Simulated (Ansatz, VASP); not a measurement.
## One calculation of AlN, two programs

The input POSCAR:

```
AlN
1.0
    0.0000000000      2.1848764208      2.1848764208
    2.1848764208      0.0000000000      2.1848764208
    2.1848764208      2.1848764208      0.0000000000
Al N
1 1
Direct
    0.0000000000      0.0000000000      0.0000000000
    0.2500000000      0.2500000000      0.2500000000
```

File INCAR.step1:

```
SYSTEM = AlN
PREC     = Accurate       ! precision mode
ENCUT    = 520            ! plane-wave cutoff, eV
EDIFF    = 1E-5           ! SCF threshold, eV
ISMEAR   = 0              ! smearing method
SIGMA    = 0.01           ! smearing width, eV
LREAL    = .False.        ! projectors in reciprocal space
LASPH    = .True.         ! aspherical terms in the spheres
NELM     = 100            ! most SCF steps
ALGO     = Normal         ! electronic algorithm
ISIF     = 2              ! what is computed and relaxed
LWAVE    = .True.         ! write WAVECAR
LCHARG   = .False.        ! write CHGCAR
GGA      = PE             ! functional
NBANDS   = 11             ! bands
```

The input INCAR.step2:

```
SYSTEM = AlN
PREC     = Accurate       ! precision mode
ENCUT    = 520            ! plane-wave cutoff, eV
EDIFF    = 1E-6           ! SCF threshold, eV
ISMEAR   = 0              ! smearing method
SIGMA    = 0.01           ! smearing width, eV
LREAL    = .False.        ! projectors in reciprocal space
LASPH    = .True.         ! aspherical terms in the spheres
NELM     = 100            ! most SCF steps
ALGO     = Normal         ! electronic algorithm
ISIF     = 2              ! what is computed and relaxed
LWAVE    = .False.        ! write WAVECAR
LCHARG   = .False.        ! write CHGCAR
GGA      = PE             ! functional
LHFCALC  = .True.         ! exact exchange
AEXX     = 0.35           ! exact-exchange fraction
HFSCREEN = 0.3            ! screening, 1/A
PRECFOCK = Normal       
ISTART   = 1            
NBANDS   = 11             ! bands
```

KPOINTS

```
Automatic mesh
0
Gamma
  4 4 4
  0 0 0
```

Input for Ansatz:

```yaml
crystal:
  lattice:
    - [0.0, 2.1848764208, 2.1848764208]
    - [2.1848764208, 0.0, 2.1848764208]
    - [2.1848764208, 2.1848764208, 0.0]
  atoms:
    - { symbol: Al, position: [0.0, 0.0, 0.0] }
    - { symbol: "N", position: [0.25, 0.25, 0.25] }
kpoints:
  mp_grid: { grid: [4, 4, 4] }
hamiltonian:
  xc: { exchange: pbe, correlation: pbe, exx: { coeff: 0.35, omega: 0.3 } }
scf:
  occupations: { method: fixed }
  n_extra_bands: 4
output:
  forces: true
  stress: true
  eigenvalues: true
```

Alike in both runs: task single point; functional PBE-based screened hybrid; k mesh 4 × 4 × 4; no spin polarisation.

```csv
,VASP,Ansatz
version,VASP 6.6.1,Ansatz 0.2.0
potentials or method,"VASP PAW PBE potentials, release 64 (Al, N)",plane waves
plane-wave cutoff (eV),520,420
occupations,"gaussian, width 0.01 eV",fixed
valence electrons in the cell,8,8
```

|  | VASP | Ansatz | Ansatz less VASP |
| --- | --- | --- | --- |
| gap on the k mesh at the Fermi level (eV) | 4.75 | 4.74 | -0.003 |
| pressure (GPa) | -2.4 | -2.3 | +0.16 |

VASP's potentials were made for PBE, not for PBE-based screened hybrid. Ansatz's warnings: stress exchange threshold loose, stress scf threshold loose.

The k mesh is coarse, so the values compare programs but aren't converged.
